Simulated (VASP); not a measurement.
Input of a VASP 6.6.1 run:

The input INCAR:

```
SYSTEM = CO
PREC = Accurate
ENCUT = 520
EDIFF = 1E-7
ISMEAR = -1
SIGMA = 0.02
LREAL = Auto
LASPH = .TRUE.
NELM = 60
ALGO = Normal
ISIF = 2
LWAVE = .FALSE.
LCHARG = .FALSE.
GGA = PE
IVDW = 12
IBRION = 2
NSW = 35
EDIFFG = -0.3
```

Contents of KPOINTS:

```
Automatic mesh
0
G
  1 1 1
  0 0 0
```

POSCAR

```
CO
1.0
    9.1017270000      0.0000000000      0.0000000000
    0.0000000000      9.1017270000      0.0000000000
    0.0000000000      0.0000000000      9.1017270000
O C
10 10
Direct
    0.0726781000     -0.0010687000      0.1268475000
    0.8958466000      0.2738216000      0.8927718000
    0.7501916000      0.6087084000      0.7713365000
    0.7107490000      0.0406859000      0.5518374000
    0.6182315000      0.8092547000      0.0518015000
    0.2789694000      0.4191015000      0.8794867000
    0.0753927000      0.1695297000      0.5834643000
    0.1916616000      0.6298609000      0.6254294000
    0.6929540000      0.3893287000      0.3324011000
    0.1531816000      0.8799812000      0.4977739000
    0.0743166000      0.1036478000      0.1975967000
    0.9341884000      0.1646847000      0.9436907000
    0.7570318000      0.5751016000      0.6496916000
    0.7059949000      0.0511201000      0.4259715000
    0.7223000000      0.8477320000     -0.0087205000
    0.2941797000      0.3993798000      0.7555779000
   -0.0288638000      0.2268515000      0.5408207000
    0.2939616000      0.6192642000      0.5519712000
    0.7806876000      0.4652656000      0.3825018000
    0.2398949000      0.9396474000      0.4278137000
```

Potentials or basis: VASP PAW PBE potentials, release 64 (O, C).

Launch:

```bash
$ cat potpaw_PBE.64/O/POTCAR potpaw_PBE.64/C/POTCAR > POTCAR
$ mpirun -np 1 vasp_gam > vasp.out
```

**Question.** What does it give for the energy gained by relaxing?

**Answer.** 36.2 meV/atom.

**Question.** What does it give for the dispersion energy per atom?

**Answer.** -0.037 eV.

Stress tensor (GPa, compression positive):
```
 0.07 -0.13  0.09
-0.13  0.35 -0.16
 0.09 -0.16  0.34
```

Caveat: the k points lie up to 0.69 Å⁻¹ apart.
